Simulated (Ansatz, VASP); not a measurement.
## PbS in VASP and in Ansatz

Contents of INCAR:

```
PREC = Accurate ; ENCUT = 600
EDIFF = 1E-7 ; ISMEAR = 0
SIGMA = 0.1 ; LREAL = F
LASPH = T ; NELM = 60
ALGO = Normal ; ISIF = 3
LWAVE = F ; LCHARG = F
GGA = PE ; IBRION = 2
NSW = 100 ; EDIFFG = -0.01
```

The input KPOINTS:

```
regular mesh
0
Gamma
  18 18 14
```

Contents of POSCAR:

```
PbS
1.0
    4.0879415967      0.0000000000      0.0000000000
   -2.0439707984      3.5402612719      0.0000000000
    0.0000000000      0.0000000000      3.7894632214
Pb S
1 1
Direct
    0.0000000000      0.0000000000      0.5000000000
    0.6666666667      0.3333333333      0.0000000000
```

Input for Ansatz:

```yaml
crystal:
  lattice:
    - [4.0879415967, 0.0, 0.0]
    - [-2.0439707984, 3.5402612719, 0.0]
    - [0.0, 0.0, 3.7894632214]
  atoms:
    - { symbol: Pb, position: [0.0, 0.0, 0.5] }
    - { symbol: S, position: [0.6666666667, 0.3333333333, 0.0] }
basis:
  ecutwfc: 420
kpoints:
  mp_grid: { grid: [18, 18, 14] }
hamiltonian:
  xc: pbe
scf:
  occupations: { method: gaussian, width: 0.1 }
output:
  forces: true
  stress: true
  eigenvalues: true
relax:
  adjacent_minimum: "off"
  f_tol: 0.01
  max_steps: 80
  cell: { stress_tol: 0.05 }
```

Change from the starting cell: species swapped into the AgAu type (P-6m2, No. 187).

Alike in both runs: task relaxation of cell and atoms; functional PBE; k mesh 18 × 18 × 14; occupations gaussian, width 0.1 eV; no spin polarisation.

|  | VASP | Ansatz |
| --- | --- | --- |
| version | VASP 6.6.1 | Ansatz 0.2.0 |
| potentials or method | VASP PAW PBE potentials, release 64 (Pb_d, S), cutoff 600 eV | scalar-relativistic, plane waves, PAW |
| valence electrons in the cell | 20 | 20 |

|  | VASP | Ansatz | Ansatz less VASP |
| --- | --- | --- | --- |
| gap on the k mesh at the Fermi level, each at its own relaxed structure (eV) | none | none | - |
| relaxed volume (Å³/atom) | 27.42 | 27.42 | 0.000 |
| relaxed length of the cell vector where the two differ most in proportion (Å) | 4.088 | 4.088 | 0.0000 |

A gap of «none» marks a metal or a gap that the smearing closes.

Spin-orbit coupling is off throughout. Noted on VASP's run: the relaxation stopped at its first step, so nothing moved.
